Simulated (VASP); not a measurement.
Set up this calculation in VASP 6.6.1, as the native input.

* Task: single point
* Functional: r2SCAN
* Potentials or basis: VASP PAW PBE potentials, release 64 (Zn, O_h)
* Cutoff: 1480 eV
* k mesh: 8 × 8 × 4
* Occupations: gaussian, width 0.01 eV
* Spin: no spin polarisation
* Dipole correction: no
* Further INCAR settings: ALGO = Normal; EDIFF = 1e-06; NBANDS = 26

The system is ZnO.

```xyz
4
Lattice="3.2675 0.0000 0.0000 -1.6338 2.8298 0.0000 0.0000 0.0000 5.1580" Properties=species:S:1:pos:R:3 pbc="T T T"
Zn    0.0000    1.8865    2.5639
Zn    1.6338    0.9433   -0.0151
O     1.6338    0.9433    1.9700
O     0.0000    1.8865    4.5491
```

This cell differs from its parent crystal: film at in-plane strain +0.01.

One way to write it, as run:

POSCAR

```
ZnO
1.0
    3.2675474112      0.0000000000      0.0000000000
   -1.6337737056      2.8297790662      0.0000000000
    0.0000000000      0.0000000000      5.1580292772
Zn O
2 2
Direct
    0.3333333333      0.6666666667      0.4970740949
    0.6666666667      0.3333333333     -0.0029259051
    0.6666666667      0.3333333333      0.3819359051
    0.3333333333      0.6666666667      0.8819359051
```

INCAR.step1

```
PREC = Accurate ; ENCUT = 1480
ISMEAR = 0 ; SIGMA = 0.01
LREAL = False ; LASPH = True
NELM = 120 ; NBANDS = 26
GGA = PE ; ALGO = Normal
EDIFF = 1E-5 ; LWAVE = True
LCHARG = False ; GGA_COMPAT = False
```

INCAR.step2

```
PREC = Accurate ; ENCUT = 1480
EDIFF = 1E-6 ; ISMEAR = 0
SIGMA = 0.01 ; LREAL = False
LASPH = True ; NELM = 120
ALGO = Normal ; ISIF = 2
LWAVE = False ; LCHARG = False
METAGGA = R2SCAN ; LMIXTAU = True
NBANDS = 26 ; ISTART = 1
GGA_COMPAT = False
```

KPOINTS

```
Automatic mesh
0
Gamma
  8 8 4
```

Potentials or basis: VASP PAW PBE potentials, release 64 (Zn, O_h).

Command:

```bash
$ cat potpaw_PBE.64/Zn/POTCAR potpaw_PBE.64/O_h/POTCAR > POTCAR
$ cp INCAR.step1 INCAR
$ mpirun -np 1 vasp_std > vasp.out
$ cp INCAR.step2 INCAR
$ mpirun -np 1 vasp_std > vasp.out
```

It gave:

```yaml
Pressure: -0.5 GPa
Largest_force: 0.007 eV/Å
Band_gap_on_the_k_mesh: 1.24 eV
```

Caveat: the cell differs from its parent crystal (film at in-plane strain +0.01); the PAW data sets were made with another functional, which shifts forces and pressure a little.

Wall time 9.1 min on 1 thread of AMD EPYC 9R45 96-Core Processor (Zen 5) (shared host), peak memory 0.45 GiB.
